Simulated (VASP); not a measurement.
# FeSi (P2_13) in VASP: relaxation of cell and atoms with LDA

Aim: the relaxation of cell and atoms of FeSi with LDA.

Program: VASP 6.6.1. These are calculated values, not measurements. Logs are shortened: lines on timing, memory, paths and dates and some standing lists are left out, and cuts for length are marked.

## (1) The cell of the first run

It takes space group P2_13 (No. 198, cubic). Conventional cell: a = 4.551 Å, b = 4.551 Å, c = 4.551 Å, α = 90.00°, β = 90.00°, γ = 90.00°. Within 3.1 Å of Fe (site symmetry 3) lie 7 Si at 2.32 to 2.55 Å and 6 Fe at 2.79 Å. Si (site symmetry 3) has 7 Fe at 2.32 to 2.55 Å and 6 Si at 2.82 Å within 3.1 Å.

## (2) Relaxation of cell and atoms, LDA

INCAR reads:

```
SYSTEM = FeSi
ALGO     = Normal         ! electronic algorithm
EDIFF    = 1E-6           ! SCF threshold, eV
EDIFFG   = -0.003         ! ionic threshold
ENCUT    = 600            ! plane-wave cutoff, eV
GGA      = CA             ! functional
IBRION   = 2              ! ionic algorithm
ISIF     = 3              ! what is computed and relaxed
ISMEAR   = 0              ! smearing method
LASPH    = .TRUE.         ! aspherical terms in the spheres
LCHARG   = .FALSE.        ! write CHGCAR
LREAL    = .FALSE.        ! projectors in reciprocal space
LWAVE    = .FALSE.        ! write WAVECAR
NELM     = 80             ! most SCF steps
NSW      = 80             ! ionic steps
PREC     = Accurate       ! precision mode
SIGMA    = 0.01           ! smearing width, eV
```

KPOINTS reads:

```
k-points
0
G
  8 8 8
  0 0 0
```

POSCAR reads:

```
FeSi
1.0
    4.5507000000      0.0000000000      0.0000000000
    0.0000000000      4.5507000000      0.0000000000
    0.0000000000      0.0000000000      4.5507000000
Fe Si
4 4
Direct
    0.1365200000      0.1365200000      0.1365200000
    0.3634800000      0.8634800000      0.6365200000
    0.6365200000      0.3634800000      0.8634800000
    0.8634800000      0.6365200000      0.3634800000
    0.8424000000      0.8424000000      0.8424000000
    0.6576000000      0.1576000000      0.3424000000
    0.3424000000      0.6576000000      0.1576000000
    0.1576000000      0.3424000000      0.6576000000
```

Potentials or basis: VASP PAW LDA potentials, release 64 (Fe, Si).

Started as:

```
> cat potpaw_LDA.64/Fe/POTCAR potpaw_LDA.64/Si/POTCAR > POTCAR
> mpirun -np 1 vasp_std > vasp.out
```

OUTCAR:

```text
SYSTEM = FeSi
   EDIFF = 1E-6
   EDIFFG = -0.003
   ENCUT = 600
   GGA = CA
   IBRION = 2
   ISIF = 3
   ISMEAR = 0
   LASPH = .TRUE.
   LREAL = .FALSE.
   NELM = 80
   NSW = 80
   PREC = Accurate

 ion  position               nearest neighbor table
   1  0.137  0.137  0.137-   5 2.32   6 2.37   7 2.37   8 2.37   7 2.55   8 2.55   6 2.55   3 2.79
                             4 2.79   2 2.79   2 2.79   4 2.79   3 2.79
   2  0.363  0.863  0.637-   6 2.32   5 2.37   7 2.37   8 2.37   7 2.55   8 2.55   5 2.55   1 2.79
                             1 2.79   3 2.79   3 2.79   4 2.79   4 2.79
   3  0.637  0.363  0.863-   7 2.32   6 2.37   5 2.37   8 2.37   8 2.55   6 2.55   5 2.55   1 2.79
                             4 2.79   2 2.79   2 2.79   4 2.79   1 2.79
   4  0.863  0.637  0.363-   8 2.32   6 2.37   7 2.37   5 2.37   6 2.55   5 2.55   7 2.55   1 2.79
                             3 2.79   2 2.79   1 2.79   2 2.79   3 2.79
   5  0.842  0.842  0.842-   1 2.32   2 2.37   3 2.37   4 2.37   3 2.55   4 2.55   2 2.55   6 2.82
                             7 2.82   8 2.82   6 2.82   8 2.82   7 2.82
   6  0.658  0.158  0.342-   2 2.32   1 2.37   3 2.37   4 2.37   3 2.55   4 2.55   1 2.55   8 2.82
                             5 2.82   5 2.82   7 2.82   7 2.82   8 2.82
   7  0.342  0.658  0.158-   3 2.32   2 2.37   1 2.37   4 2.37   4 2.55   2 2.55   1 2.55   8 2.82
                             5 2.82   8 2.82   6 2.82   6 2.82   5 2.82
   8  0.158  0.342  0.658-   4 2.32   2 2.37   3 2.37   1 2.37   2 2.55   1 2.55   3 2.55   7 2.82
                             5 2.82   7 2.82   5 2.82   6 2.82   6 2.82

  LATTYP: Found a simple cubic cell.
 ALAT       =     4.5507000000

  Lattice vectors:

 A1 = (   4.5507000000,   0.0000000000,   0.0000000000)
 A2 = (   0.0000000000,   4.5507000000,   0.0000000000)
 A3 = (   0.0000000000,   0.0000000000,   4.5507000000)

Analysis of symmetry for initial positions (statically):
=====================================================================
 Subroutine PRICEL returns:
 Original cell was already a primitive cell.

 Routine SETGRP: Setting up the symmetry group for a
 simple cubic supercell.

 Subroutine GETGRP returns: Found 12 space group operations
 (whereof  3 operations were pure point group operations)
 out of a pool of 48 trial point group operations.

The static configuration has the point symmetry C_3 .
 The point group associated with its full space group is T   .

Analysis of symmetry for dynamics (positions and initial velocities):
=====================================================================
 Subroutine PRICEL returns:
 Original cell was already a primitive cell.

 Routine SETGRP: Setting up the symmetry group for a
 simple cubic supercell.

 Subroutine GETGRP returns: Found 12 space group operations
 (whereof  3 operations were pure point group operations)
 out of a pool of 48 trial point group operations.

The dynamic configuration has the point symmetry C_3 .
 The point group associated with its full space group is T   .

 Subroutine INISYM returns: Found 12 space group operations
 (whereof  3 operations are pure point group operations),
 and found     1 'primitive' translations

----------------------------------------------------------------------------------------

                                     Primitive cell

  volume of cell :      94.2399

  direct lattice vectors                    reciprocal lattice vectors
     4.550700000  0.000000000  0.000000000     0.219746413  0.000000000  0.000000000
     0.000000000  4.550700000  0.000000000     0.000000000  0.219746413  0.000000000
     0.000000000  0.000000000  4.550700000     0.000000000  0.000000000  0.219746413

  length of vectors
     4.550700000  4.550700000  4.550700000     0.219746413  0.219746413  0.219746413

  position of ions in fractional coordinates (direct lattice)
     0.136520000  0.136520000  0.136520000
     0.363480000  0.863480000  0.636520000
     0.636520000  0.363480000  0.863480000
     0.863480000  0.636520000  0.363480000
     0.842400000  0.842400000  0.842400000
     0.657600000  0.157600000  0.342400000
     0.342400000  0.657600000  0.157600000
     0.157600000  0.342400000  0.657600000

  ion indices of the primitive-cell ions
   primitive index   ion index
                 1           1
                 2           2
                 3           3
                 4           4
                 5           5
                 6           6
                 7           7
                 8           8

----------------------------------------------------------------------------------------

 KPOINTS: k-points

Automatic generation of k-mesh.
 Grid dimensions read from file:
 generate k-points for:    8    8    8

 Generating k-lattice:

  Cartesian coordinates                     Fractional coordinates (reciprocal lattice)
     0.027468302  0.000000000  0.000000000     0.125000000  0.000000000  0.000000000
     0.000000000  0.027468302  0.000000000     0.000000000  0.125000000  0.000000000
     0.000000000  0.000000000  0.027468302     0.000000000  0.000000000  0.125000000

  Length of vectors
     0.027468302  0.027468302  0.027468302

  Shift w.r.t. Gamma in fractional coordinates (k-lattice)
     0.000000000  0.000000000  0.000000000

 Subroutine IBZKPT returns following result:
 ===========================================

 Found     45 irreducible k-points:

 Following reciprocal coordinates:
            Coordinates               Weight
  0.000000  0.000000  0.000000      1.000000
  0.125000  0.000000  0.000000      6.000000
  0.250000  0.000000  0.000000      6.000000
  0.375000  0.000000  0.000000      6.000000
  0.500000  0.000000  0.000000      3.000000
  0.125000  0.125000  0.000000     12.000000
[... 16 lines left out ...]
  0.250000  0.125000  0.125000     24.000000
  0.375000  0.125000  0.125000     24.000000
 [... further k-points ...]
   k-points           NKPTS =     45   k-points in BZ     NKDIM =     45   number of bands    NBANDS=     29
   number of dos      NEDOS =    301   number of ions     NIONS =      8
   total plane-waves  NPLWV =  46656
   dimension x,y,z NGX =    36 NGY =   36 NGZ =   36
   dimension x,y,z NGXF=    72 NGYF=   72 NGZF=   72
   ions per type =               4   4
   NGX,Y,Z   is equivalent  to a cutoff of  13.15, 13.15, 13.15 a.u.
   NGXF,Y,Z  is equivalent  to a cutoff of  26.30, 26.30, 26.30 a.u.
 SYSTEM =  FeSi
   PREC   = accura    normal or accurate (medium, high low for compatibility)
   ISTART =      0    job   : 0-new  1-cont  2-samecut
   ICHARG =      2    charge: 1-file 2-atom 10-const
   ISPIN  =      1    spin polarized calculation?
   LNONCOLLINEAR =      F non collinear calculations
   LSORBIT =      F    spin-orbit coupling
   LASPH  =      T    aspherical Exc in radial PAW
   ENCUT  =  600.0 eV  44.10 Ry    6.64 a.u.   9.09  9.09  9.09*2*pi/ulx,y,z
   NELM   =     80;   NELMIN=  2; NELMDL= -5     # of ELM steps
   EDIFF  = 0.1E-05   stopping-criterion for ELM
   LREAL  =      F    real-space projection
   EDIFFG = -.3E-02   stopping-criterion for IOM
   NSW    =     80    number of steps for IOM
   IBRION =      2    ionic relax: 0-MD 1-quasi-New 2-CG
   NFREE  =      1    steps in history (QN), initial steepest desc. (CG)
   ISIF   =      3    stress and relaxation
   ISYM   =      2    0-nonsym 1-usesym 2-fastsym
   POTIM  = 0.5000    time-step for ionic-motion
   TEBEG  =    0.0;   TEEND  =   0.0 temperature during run
   PSTRESS=    0.0 pullay stress
   NELECT =      48.0000    total number of electrons
   NUPDOWN=      -1.0000    fix difference up-down
   EMIN   =  10.00;   EMAX   =-10.00  energy-range for DOS
   EFERMI =   0.00;   METHOD = LEGACY
   ISMEAR =     0;   SIGMA  =   0.01  broadening in eV -4-tet -1-fermi 0-gaus
   EFERMI_NEDOS =   21; number of points for ismear=-14 and -15
   IALGO  =     38    algorithm
   IMIX   =      4    mixing-type and parameters
     AMIX     =   0.40;   BMIX     =  1.00
     AMIX_MAG =   1.60;   BMIX_MAG =  1.00
  volume/ion in A,a.u.               =      11.78        79.50
  Fermi-wavevector in a.u.,A,eV,Ry     =   1.307406  2.470639 23.256570  1.709310
  Thomas-Fermi vector in A             =   2.438142
   LORBIT       =      0    0 simple, 1 ext, 2 COOP (PROOUT), +10 PAW based schemes
   GGA     = CA    functional components
   LHFCALC =     F    Hartree Fock is set to
   AEXX    =    0.0000 exact exchange contribution
   IVDW    =     0    specifies the selected vdW correction
   LEPSILON=     F    determine dielectric tensor
   LRPA    =     F    only Hartree local field effects (RPA)
 conjugate gradient relaxation of ions
 non-spin polarized calculation
 Gauss-broadening in eV      SIGMA  =   0.01
  energy-cutoff  :      600.00
  volume of cell :       94.24
 maximum number of plane-waves:      3178
   NGX = 19   NGY = 19   NGZ = 19

--------------------------------------- Ionic step        1  -------------------------------------------

 number of electron      47.9999995 magnetization

 Free energy of the ion-electron system (eV)
  ---------------------------------------------------
  ext. energy  EPLUGINS =         0.00000000
  ---------------------------------------------------
  free energy    TOTEN  =       -65.65498641 eV

  energy without entropy =      -65.65498641  energy(sigma->0) =      -65.65498641

 E-fermi :   8.8406     XC(G=0): -12.6350

 val. band max:        8.7976917466   @ k =   0.2500   0.1250   0.1250
 cond. band min:       8.8885939582   @ k =   0.2500   0.2500   0.0000
 fundamental gap:      0.0909022116
 Fermi energy:         8.8406457582

 k-point     1 :       0.0000    0.0000    0.0000
  band No.  band energies     occupation
      1      -3.8776      2.00000
      2       1.2178      2.00000
      3       1.2178      2.00000
      4       1.2178      2.00000
      5       4.0405      2.00000
      6       4.0405      2.00000
[... 878 lines left out ...]
  FREE ENERGIE OF THE ION-ELECTRON SYSTEM (eV)
  ---------------------------------------------------
  free  energy   TOTEN  =       -66.5522639202 eV

  energy  without entropy=      -66.5522639202  energy(sigma->0) =      -66.55226392

[... ionic steps 4 to 17 ...]

--------------------------------------- Ionic step       18  -------------------------------------------

 number of electron      47.9999984 magnetization

------------------------ aborting loop because EDIFF is reached ----------------------------------------

  FORCE on cell =-STRESS in cart. coord.  units (eV):
  Direction    XX          YY          ZZ          XY          YZ          ZX
  --------------------------------------------------------------------------------------
  -------------------------------------------------------------------------------------
  Total       -0.0055448     -0.0055448     -0.0055448     -0.0000000     -0.0000000     -0.0000000
  in kB       -0.1062493     -0.1062493     -0.1062493     -0.0000000     -0.0000000     -0.0000000
  external PRESSURE =      -0.1062493 kB  Pullay stress =       0.0000000 kB
[... 69 lines left out ...]
  energy  without entropy=      -66.5587260079  energy(sigma->0) =      -66.55872601

--------------------------------------- Ionic step       20  -------------------------------------------

 number of electron      47.9999984 magnetization

 Free energy of the ion-electron system (eV)
  ---------------------------------------------------
  ext. energy  EPLUGINS =         0.00000000
  ---------------------------------------------------
  free energy    TOTEN  =       -66.55872646 eV

  energy without entropy =      -66.55872646  energy(sigma->0) =      -66.55872646

 E-fermi :  10.4032     XC(G=0): -13.2233

 val. band max:       10.3282895777   @ k =   0.2500   0.1250   0.1250
 cond. band min:      10.4549784992   @ k =   0.3750   0.1250   0.1250
 fundamental gap:      0.1266889214
 Fermi energy:        10.4031828319

 k-point     1 :       0.0000    0.0000    0.0000
  band No.  band energies     occupation
      1      -3.2450      2.00000
      2       2.2563      2.00000
      3       2.2563      2.00000
      4       2.2563      2.00000
      5       5.0995      2.00000
      6       5.0995      2.00000
[... 794 lines left out ...]
  FREE ENERGIE OF THE ION-ELECTRON SYSTEM (eV)
  ---------------------------------------------------
  free  energy   TOTEN  =       -66.5587264630 eV

  energy  without entropy=      -66.5587264630  energy(sigma->0) =      -66.55872646

 reached required accuracy - stopping structural energy minimisation
```

Run time: 31 min. Hardware: 1 thread of Oxide Virtual Turin-like, shared host; peak memory 0.23 GiB.

Results:

* Free energy: -66.5587 eV
* Relaxed volume: 10.45 Å³/atom
* Relaxed cell: a = 4.373 Å, b = 4.373 Å, c = 4.373 Å, α = 90.00°, β = 90.00°, γ = 90.00°
* Space group after relaxing (to 0.1 Å): P2_13 (No. 198)
* Energy gained by relaxing: 113.0 meV/atom
* Ionic steps: 20
* Pressure after relaxing: 0.0 GPa
* Band gap on the k mesh: 0.13 eV (least direct gap 0.15 eV)

Step by step:
```
step  energy change (eV)  largest force (eV/Å)  pressure (GPa)  volume (Å³)
   1              0.0000                0.3611          -24.25        94.24
   2              0.9575                1.2371           57.01        71.96
   3             -0.8973                0.1409           -1.15        84.10
   4             -0.8986                0.1593           -0.29        83.81
   5             -0.8986                0.1725            0.31        83.61
   6             -0.9031                0.0649            0.48        83.55
   7             -0.9034                0.0326            0.41        83.53
   8             -0.9033                0.0039           -0.67        83.83
   9             -0.9036                0.0187           -0.12        83.67
  10             -0.9037                0.0075           -0.03        83.64
  11             -0.9037                0.0037           -0.02        83.62
  12             -0.9037                0.0040            0.08        83.62
  13             -0.9037                0.0039           -0.07        83.62
  14             -0.9037                0.0039            0.13        83.57
  15             -0.9037                0.0034            0.02        83.61
  16             -0.9037                0.0036           -0.04        83.61
  17             -0.9037                0.0028            0.07        83.61
  18             -0.9037                0.0035           -0.01        83.61
  19             -0.9037                0.0033            0.03        83.61
  20             -0.9037                0.0009            0.00        83.63
```

Final structure:
```cif
data_structure
_symmetry_space_group_name_H-M 'P 1'
_symmetry_Int_Tables_number 1
_cell_length_a 4.3731
_cell_length_b 4.3731
_cell_length_c 4.3731
_cell_angle_alpha 90.000
_cell_angle_beta 90.000
_cell_angle_gamma 90.000
_cell_volume 83.63
loop_
_atom_site_label
_atom_site_type_symbol
_atom_site_fract_x
_atom_site_fract_y
_atom_site_fract_z
_atom_site_occupancy
Fe1 Fe 0.13718 0.13718 0.13718 1
Fe2 Fe 0.36282 0.86282 0.63718 1
Fe3 Fe 0.63718 0.36282 0.86282 1
Fe4 Fe 0.86282 0.63718 0.36282 1
Si1 Si 0.84087 0.84087 0.84087 1
Si2 Si 0.65913 0.15913 0.34087 1
Si3 Si 0.34087 0.65913 0.15913 1
Si4 Si 0.15913 0.34087 0.65913 1
```

Levels at points of the mesh, in eV from the valence-band top:
```
           k point  band 20  band 21  band 22  band 23  band 24  band 25  band 26  band 27  band 28  band 29
(0.00, 0.00, 0.00)    -0.29    -0.29    -0.29    -0.05    -0.05     0.69     0.69     0.69     3.29     3.29
(0.50, 0.00, 0.00)    -1.33    -0.41    -0.41    -0.02    -0.02     0.18     0.18     1.82     1.82     2.43
(0.50, 0.50, 0.00)    -1.38    -1.09    -1.09    -0.38    -0.38     0.66     0.66     1.38     1.38     2.95
(0.50, 0.50, 0.50)    -0.80    -0.71    -0.71    -0.71    -0.71     0.48     0.48     0.48     0.48     5.95
```

A k mesh can miss the band edges. Zero-point motion and thermal expansion aren't in these numbers.
